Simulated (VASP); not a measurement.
# SiC (P6_3mc) in VASP: further runs

The runs below take SiC through elastic constants, with PBEsol.

Everything below comes from runs of VASP 6.6.1. Logs are shortened: lines on timing, memory, paths and dates and some standing lists are left out, and cuts for length are marked.

**1. The cell of the first run**

It takes space group P6_3mc (No. 186, hexagonal). The conventional cell has a = 3.016 Å, b = 3.016 Å, c = 4.946 Å, α = 90.00°, β = 90.00°, γ = 120.00°. Si (site symmetry 3m) has 4 C at 1.85 to 1.86 Å within 2.5 Å. C (site symmetry 3m) has 4 Si at 1.85 to 1.86 Å within 2.5 Å.

**2. Elastic constants, PBEsol**

INCAR

```
SYSTEM = SiC
PREC = Accurate
ENCUT = 600
EDIFF = 1E-8
ISMEAR = 0
SIGMA = 0.01
LREAL = .False.
LASPH = .True.
NELM = 80
ALGO = Normal
ISIF = 3
LWAVE = .False.
LCHARG = .False.
GGA = PS
IBRION = 6
NFREE = 2
POTIM = 0.015
NSW = 1
```

KPOINTS

```
Automatic mesh
0
Gamma
  8 8 6
  0 0 0
```

POSCAR

```
SiC
1.0
    3.0155943763      0.0000000000      0.0000000000
   -1.5077971882      2.6115813374      0.0000000000
    0.0000000000      0.0000000000      4.9457774572
Si C
2 2
Direct
    0.3333333333      0.6666666667      0.0046040305
    0.6666666667      0.3333333333      0.5046040305
    0.3333333333      0.6666666667      0.3803959695
    0.6666666667      0.3333333333      0.8803959695
```

Potentials or basis: VASP PAW PBE potentials, release 64 (Si, C).

Command:

```sh
$ cat potpaw_PBE.64/Si/POTCAR potpaw_PBE.64/C/POTCAR > POTCAR
$ mpirun -np 1 vasp_std > vasp.out
```

OUTCAR:

```text
SYSTEM = SiC
   PREC = Accurate
   ENCUT = 600
   EDIFF = 1E-8
   ISMEAR = 0
   LREAL = .False.
   LASPH = .True.
   NELM = 80
   ISIF = 3
   GGA = PS
   IBRION = 6
   NFREE = 2
   POTIM = 0.015
   NSW = 1

 ion  position               nearest neighbor table
   1  0.333  0.667  0.005-   4 1.85   4 1.85   4 1.85   3 1.86   2 3.02   2 3.02   2 3.02   2 3.02
                             2 3.02   2 3.02
   2  0.667  0.333  0.505-   3 1.85   3 1.85   3 1.85   4 1.86   1 3.02   1 3.02   1 3.02   1 3.02
                             1 3.02   1 3.02
   3  0.333  0.667  0.380-   2 1.85   2 1.85   2 1.85   1 1.86
   4  0.667  0.333  0.880-   1 1.85   1 1.85   1 1.85   2 1.86

  LATTYP: Found a hexagonal cell.
 ALAT       =     3.0155943763
 C/A-ratio  =     1.6400672107

  Lattice vectors:

 A1 = (   3.0155943763,   0.0000000000,   0.0000000000)
 A2 = (  -1.5077971882,   2.6115813374,   0.0000000000)
 A3 = (   0.0000000000,   0.0000000000,   4.9457774572)

Analysis of symmetry for initial positions (statically):
=====================================================================
 Subroutine PRICEL returns:
 Original cell was already a primitive cell.

 Routine SETGRP: Setting up the symmetry group for a
 hexagonal supercell.

 Subroutine GETGRP returns: Found 12 space group operations
 (whereof  6 operations were pure point group operations)
 out of a pool of 24 trial point group operations.

The static configuration has the point symmetry C_3v.
 The point group associated with its full space group is C_6v.

Analysis of symmetry for dynamics (positions and initial velocities):
=====================================================================
 Subroutine PRICEL returns:
 Original cell was already a primitive cell.

 Routine SETGRP: Setting up the symmetry group for a
 hexagonal supercell.

 Subroutine GETGRP returns: Found 12 space group operations
 (whereof  6 operations were pure point group operations)
 out of a pool of 24 trial point group operations.

The dynamic configuration has the point symmetry C_3v.
 The point group associated with its full space group is C_6v.

 Subroutine INISYM returns: Found 12 space group operations
 (whereof  6 operations are pure point group operations),
 and found     1 'primitive' translations

----------------------------------------------------------------------------------------

                                     Primitive cell

  volume of cell :      38.9503

  direct lattice vectors                    reciprocal lattice vectors
     3.015594376  0.000000000  0.000000000     0.331609585  0.191454883  0.000000000
    -1.507797188  2.611581337  0.000000000     0.000000000  0.382909766  0.000000000
     0.000000000  0.000000000  4.945777457     0.000000000  0.000000000  0.202192680

  length of vectors
     3.015594376  3.015594376  4.945777457     0.382909766  0.382909766  0.202192680

  position of ions in fractional coordinates (direct lattice)
     0.333333333  0.666666667  0.004604030
     0.666666667  0.333333333  0.504604030
     0.333333333  0.666666667  0.380395970
     0.666666667  0.333333333  0.880395970

  ion indices of the primitive-cell ions
   primitive index   ion index
                 1           1
                 2           2
                 3           3
                 4           4

[... 128 lines left out ...]
  Total        3.7088873      3.7088873      3.7112534     -0.0000000      0.0000000      0.0000000
  in kB      152.5608720    152.5608720    152.6581990     -0.0000000      0.0000000      0.0000000
  external PRESSURE =     152.5933143 kB  Pullay stress =       0.0000000 kB
[... 95 lines left out ...]
  FREE ENERGIE OF THE ION-ELECTRON SYSTEM (eV)
  ---------------------------------------------------
  free  energy   TOTEN  =       -31.6354880820 eV

  energy  without entropy=      -31.6354880820  energy(sigma->0) =      -31.63548808

[... ionic steps 4 to 18 ...]

--------------------------------------- Ionic step       19  -------------------------------------------

 number of electron      15.9999998 magnetization

------------------------ aborting loop because EDIFF is reached ----------------------------------------
[... 71 lines left out ...]
--------------------------------------- Ionic step       21  -------------------------------------------

 number of electron      15.9999998 magnetization

 Free energy of the ion-electron system (eV)
  ---------------------------------------------------
  ext. energy  EPLUGINS =         0.00000000
  ---------------------------------------------------
  free energy    TOTEN  =       -31.70653708 eV

  energy without entropy =      -31.70653708  energy(sigma->0) =      -31.70653708

 E-fermi :   8.9814     XC(G=0): -11.7598

 val. band max:        8.9257643584   @ k =   0.0000   0.0000   0.0000
 cond. band min:      11.1546744127   @ k =   0.3750   0.2500   0.0000
 fundamental gap:      2.2289100543
 Fermi energy:         8.9814198466

 k-point     1 :       0.0000    0.0000    0.0000
  band No.  band energies     occupation
      1      -7.1732      2.00000
      2      -3.3222      2.00000
      3      -0.2351      2.00000
      4       7.5672      2.00000
      5       7.5672      2.00000
      6       8.7489      2.00000
      7       8.9258      2.00000
      8       8.9258      2.00000
      9      14.1507      0.00000
     10      15.6904      0.00000
     11      15.8602      0.00000
     12      15.8602      0.00000
[... 331 lines left out ...]
 k-point    24 :       0.3750   -0.0000    0.3333
  band No.  band energies     occupation
      1      -4.2245      2.00000
      2      -2.8209      2.00000
      3       1.0742      2.00000
      4       2.4000      2.00000
      5       4.6872      2.00000
      6       6.0921      2.00000
      7       7.0382      2.00000
      8       7.1577      2.00000
      9      12.0622      0.00000
     10      12.8972      0.00000
     11      14.8578      0.00000
     12      16.4760      0.00000

 [... further k-points ...]

------------------------ aborting loop because EDIFF is reached ----------------------------------------

  FORCE on cell =-STRESS in cart. coord.  units (eV):
  Direction    XX          YY          ZZ          XY          YZ          ZX
  --------------------------------------------------------------------------------------
  -------------------------------------------------------------------------------------
  Total        3.6015842      3.6015842      3.9341325     -0.0000000      0.0000000     -0.0000000
  in kB      148.1470823    148.1470823    161.8260786     -0.0000000      0.0000000     -0.0000000
  external PRESSURE =     152.7067478 kB  Pullay stress =       0.0000000 kB
[... 19 lines left out ...]
  FREE ENERGIE OF THE ION-ELECTRON SYSTEM (eV)
  ---------------------------------------------------
  free  energy   TOTEN  =       -31.7065370839 eV

  energy  without entropy=      -31.7065370839  energy(sigma->0) =      -31.70653708

 INTERNAL STRAIN TENSORS FROM STRAINED CELLS
 ============================================

 INTERNAL STRAIN TENSOR FOR ION    1 for displacements in x,y,z  (eV/Angst):
          X           Y           Z          XY          YZ          ZX
  --------------------------------------------------------------------------------
  x     0.00000    -0.00000    -0.00000   -11.06568     0.00000    -7.99811
  y   -11.09144    11.11707     0.00000    -0.00004    -7.99032    -0.00001
  z    -7.26915    -7.27425    14.18513     0.00022    -0.00487    -0.00002

 INTERNAL STRAIN TENSORS FROM DISPLACED ATOMS
 ============================================

 INTERNAL STRAIN TENSOR FOR ION    1 for displacements in x,y,z  (eV/Angst):
          X           Y           Z          XY          YZ          ZX
  --------------------------------------------------------------------------------
  x     0.00000    -0.00000     0.00000   -11.07218     0.00000    -7.99943
  y   -11.07218    11.07218     0.00000    -0.00000    -7.99943     0.00000
  z    -7.24843    -7.24843    14.11910     0.00000     0.00000     0.00000

 INTERNAL STRAIN TENSOR FOR ION    4 for displacements in x,y,z  (eV/Angst):
          X           Y           Z          XY          YZ          ZX
  --------------------------------------------------------------------------------
  x    -0.00000     0.00000     0.00000    12.82636    -0.00000     7.99901
  y    12.82636   -12.82636     0.00000     0.00000     7.99901    -0.00000
  z     7.25087     7.25087   -14.11885    -0.00000     0.00000     0.00000

 Eigenvectors and eigenvalues of the dynamical matrix
 ----------------------------------------------------

   1 f  =   26.597450 THz   167.116710 2PiTHz  887.195449 cm-1   109.998167 meV
             X         Y         Z           dx          dy          dz
     -0.000000  1.741054  0.022771     0.000000   -0.000000    0.050253
      1.507797  0.870527  2.495659     0.000000   -0.000000   -0.050253
     -0.000000  1.741054  1.881354    -0.000000    0.000000   -0.705319
      1.507797  0.870527  4.354243    -0.000000    0.000000    0.705319
[... 71 lines left out ...]
  12 f/i=    0.001653 THz     0.010387 2PiTHz    0.055144 cm-1     0.006837 meV
             X         Y         Z           dx          dy          dz
     -0.000000  1.741054  0.022771     0.000000    0.000000    0.591769
      1.507797  0.870527  2.495659     0.000000    0.000000    0.591769
     -0.000000  1.741054  1.881354     0.000000    0.000000    0.387052
      1.507797  0.870527  4.354243     0.000000    0.000000    0.387052

--------------------------------------------------------------------------------------------------------

 ELASTIC MODULI CONTR FROM IONIC RELAXATION (kBar)
 Direction    XX          YY          ZZ          XY          YZ          ZX
 --------------------------------------------------------------------------------
 XX        -816.9703    397.0834    408.8731      0.0000      0.0000      0.0000
 YY         397.0834   -816.9703    408.8731      0.0000      0.0000     -0.0000
 ZZ         408.8731    408.8731   -796.2964     -0.0000     -0.0000      0.0000
 XY           0.0000      0.0000     -0.0000   -607.0268     -0.0000     -0.0000
 YZ          -0.0000     -0.0000     -0.0000     -0.0000   -237.2959      0.0000
 ZX           0.0000     -0.0000      0.0000      0.0000      0.0000   -237.2959
 --------------------------------------------------------------------------------

 TOTAL ELASTIC MODULI (kBar)
 Direction    XX          YY          ZZ          XY          YZ          ZX
 --------------------------------------------------------------------------------
 XX        5621.0616   1494.0445    842.8318     -0.0000      0.0000      0.0000
 YY        1494.0445   5621.0616    842.8318     -0.0000      0.0000     -0.0000
 ZZ         842.8318    842.8318   6119.1244     -0.0000     -0.0000      0.0000
 XY          -0.0000     -0.0000     -0.0000   2063.5086     -0.0000     -0.0000
 YZ          -0.0000     -0.0000     -0.0000     -0.0000   1535.4500     -0.0000
 ZX           0.0000     -0.0000      0.0000      0.0000     -0.0000   1535.4500
 --------------------------------------------------------------------------------
```

It took 4 min on 1 thread of Intel Xeon 6975P-C (Granite Rapids), shared host; peak memory 0.33 GiB.

Results:

```yaml
Voigt_bulk_modulus: 264 GPa
Highest_phonon_frequency_at_Γ_LO-TO_splitting_left_out: 887 cm⁻¹
```

Phonon frequencies in cm⁻¹ (negative: imaginary):
| q point | frequencies |
| --- | --- |
| (0.000, 0.000, 0.000) | 0 0 0 250 250 622 816 821 821 847 847 887 |

Elastic tensor in Voigt notation (GPa, in the Cartesian axes of the cell as first typed):
```
562 149  84   0   0   0
149 562  84   0   0   0
 84  84 612   0   0   0
  0   0   0 154   0   0
  0   0   0   0 154   0
  0   0   0   0   0 206
```

Clamped-ion elastic tensor (GPa):
```
644 110  43   0   0   0
110 644  43   0   0   0
 43  43 692   0   0   0
  0   0   0 177   0   0
  0   0   0   0 177   0
  0   0   0   0   0 267
```

Caveat: the cell is under stress, which shifts elastic constants; the PAW data sets were made with another functional, which shifts forces and pressure a little.

**3. Elastic constants, PBEsol**

This run uses another cell than the first one, of 9.92 Å³/atom.

INCAR

```
PREC = Accurate ; ENCUT = 600
EDIFF = 1E-8 ; ISMEAR = 0
SIGMA = 0.01 ; LREAL = F
LASPH = T ; NELM = 60
ALGO = Normal ; ISIF = 3
LWAVE = F ; LCHARG = F
GGA = PS ; NBANDS = 16
IBRION = 6 ; NFREE = 2
POTIM = 0.015 ; NSW = 1
```

KPOINTS

```
regular mesh
0
Gamma
  8 8 6
```

POSCAR

```
SiC
1.0
    3.0341541604      0.0000000000      0.0000000000
   -1.5170770802      2.6276545819      0.0000000000
    0.0000000000      0.0000000000      4.9769980208
Si C
2 2
Direct
    0.3333333333      0.6666666667      0.0045992656
    0.6666666667      0.3333333333      0.5045992656
    0.3333333333      0.6666666667      0.3804007344
    0.6666666667      0.3333333333      0.8804007344
```

Potentials or basis: VASP PAW PBE potentials, release 64 (Si, C).

Command:

```sh
$ cat potpaw_PBE.64/Si/POTCAR potpaw_PBE.64/C/POTCAR > POTCAR
$ mpirun -np 1 vasp_std > vasp.out
```

It took 5.5 min on 1 thread of Intel Xeon 6975P-C (Granite Rapids), shared host; peak memory 0.35 GiB.

Results (log left out):

- Voigt bulk modulus: 250 GPa
- Highest phonon frequency at Γ, LO-TO splitting left out: 868 cm⁻¹

Phonon frequencies in cm⁻¹ (negative: imaginary):
```tsv
q point	frequencies
(0.000, 0.000, 0.000)	0 0 0 251 251 612 799 801 801 829 829 868
```

Elastic tensor in Voigt notation (GPa, in the Cartesian axes of the cell as first typed):
```
544 137  75   0   0   0
137 544  75   0   0   0
 75  75 592   0   0   0
  0   0   0 153   0   0
  0   0   0   0 153   0
  0   0   0   0   0 204
```

Clamped-ion elastic tensor (GPa):
```
615 102  40   0   0   0
102 615  40   0   0   0
 40  40 659   0   0   0
  0   0   0 173   0   0
  0   0   0   0 173   0
  0   0   0   0   0 257
```

Caveat: the cell is under stress, which shifts elastic constants; the PAW data sets were made with another functional, which shifts forces and pressure a little.

**4. Elastic constants, PBEsol**

This run uses another cell than the first one, of 10.29 Å³/atom.

INCAR

```
SYSTEM = SiC
ALGO     = Normal         ! electronic algorithm
EDIFF    = 1E-8           ! SCF threshold, eV
ENCUT    = 600            ! plane-wave cutoff, eV
GGA      = PS             ! functional
IBRION   = 6              ! ionic algorithm
ISIF     = 3              ! what is computed and relaxed
ISMEAR   = 0              ! smearing method
LASPH    = .True.         ! aspherical terms in the spheres
LCHARG   = .False.        ! write CHGCAR
LREAL    = .False.        ! projectors in reciprocal space
LWAVE    = .False.        ! write WAVECAR
NELM     = 80             ! most SCF steps
NFREE    = 2            
NSW      = 1              ! ionic steps
POTIM    = 0.015          ! step
PREC     = Accurate       ! precision mode
SIGMA    = 0.01           ! smearing width, eV
```

KPOINTS

```
k-points
0
Gamma
  8 8 6
  0 0 0
```

POSCAR

```
SiC
1.0
    3.0714579998      0.0000000000      0.0000000000
   -1.5357289999      2.6599606544      0.0000000000
    0.0000000000      0.0000000000      5.0401623765
Si C
2 2
Direct
    0.3333333333      0.6666666667      0.0045890103
    0.6666666667      0.3333333333      0.5045890103
    0.3333333333      0.6666666667      0.3804109897
    0.6666666667      0.3333333333      0.8804109897
```

Command:

```sh
$ cat potpaw_PBE.64/Si/POTCAR potpaw_PBE.64/C/POTCAR > POTCAR
$ mpirun -np 1 vasp_std > vasp.out
```

Run time: 6.6 min. Hardware: 1 thread of Intel Xeon 6975P-C (Granite Rapids), shared host; peak memory 0.34 GiB.

The run converged. Its results:

```
Voigt bulk modulus                                      : 225 GPa
Highest phonon frequency at Γ, LO-TO splitting left out : 831 cm⁻¹
```

Phonon frequencies in cm⁻¹ (negative: imaginary):
```tsv
q point	frequencies
(0.000, 0.000, 0.000)	0 0 0 253 253 593 763 763 766 795 795 831
```

Elastic tensor in Voigt notation (GPa, in the Cartesian axes of the cell as first typed):
```
508 113  58   0   0   0
113 508  58   0   0   0
 58  58 551   0   0   0
  0   0   0 150   0   0
  0   0   0   0 150   0
  0   0   0   0   0 197
```

Clamped-ion elastic tensor (GPa):
```
560  86  35   0   0   0
 86 560  35   0   0   0
 35  35 596   0   0   0
  0   0   0 165   0   0
  0   0   0   0 165   0
  0   0   0   0   0 237
```

Caveat: the cell is under stress, which shifts elastic constants; the PAW data sets were made with another functional, which shifts forces and pressure a little.

**5. Elastic constants, PBEsol**

This run uses another cell than the first one, of 10.34 Å³/atom.

INCAR

```
ALGO     = Normal         # electronic algorithm
EDIFF    = 1E-8           # SCF threshold, eV
ENCUT    = 600            # plane-wave cutoff, eV
GGA      = PS             # functional
IBRION   = 6              # ionic algorithm
ISIF     = 3              # what is computed and relaxed
ISMEAR   = 0              # smearing method
LASPH    = T              # aspherical terms in the spheres
LCHARG   = F              # write CHGCAR
LREAL    = F              # projectors in reciprocal space
LWAVE    = F              # write WAVECAR
NBANDS   = 16             # bands
NELM     = 60             # most SCF steps
NFREE    = 2            
NSW      = 1              # ionic steps
POTIM    = 0.015          # step
PREC     = Accurate       # precision mode
SIGMA    = 0.01           # smearing width, eV
```

KPOINTS

```
k-points
0
Gamma
  8 8 6
```

POSCAR

```
SiC
1.0
    3.0757704001      0.0000000000      0.0000000000
   -1.5378852001      2.6636953027      0.0000000000
    0.0000000000      0.0000000000      5.0475326534
Si C
2 2
Direct
    0.3333333333      0.6666666667      0.0045934394
    0.6666666667      0.3333333333      0.5045934394
    0.3333333333      0.6666666667      0.3804065606
    0.6666666667      0.3333333333      0.8804065606
```

Command:

```sh
$ cat potpaw_PBE.64/Si/POTCAR potpaw_PBE.64/C/POTCAR > POTCAR
$ mpirun -np 1 vasp_std > vasp.out
```

Run time: 9.6 min. Hardware: 1 thread of Intel Xeon 6975P-C (Granite Rapids), shared host; peak memory 0.37 GiB.

It converged, with:

* Voigt bulk modulus: 223 GPa
* Highest phonon frequency at Γ, LO-TO splitting left out: 827 cm⁻¹

Phonon frequencies in cm⁻¹ (negative: imaginary):
```tsv
q point	frequencies
(0.000, 0.000, 0.000)	0 0 0 253 253 591 759 759 762 791 791 827
```

Elastic tensor in Voigt notation (GPa, in the Cartesian axes of the cell as first typed):
```
504 111  56   0   0   0
111 504  56   0   0   0
 56  56 547   0   0   0
  0   0   0 150   0   0
  0   0   0   0 150   0
  0   0   0   0   0 197
```

Clamped-ion elastic tensor (GPa):
```
554  85  34   0   0   0
 85 554  34   0   0   0
 34  34 590   0   0   0
  0   0   0 164   0   0
  0   0   0   0 164   0
  0   0   0   0   0 235
```

Caveat: the PAW data sets were made with another functional, which shifts forces and pressure a little.
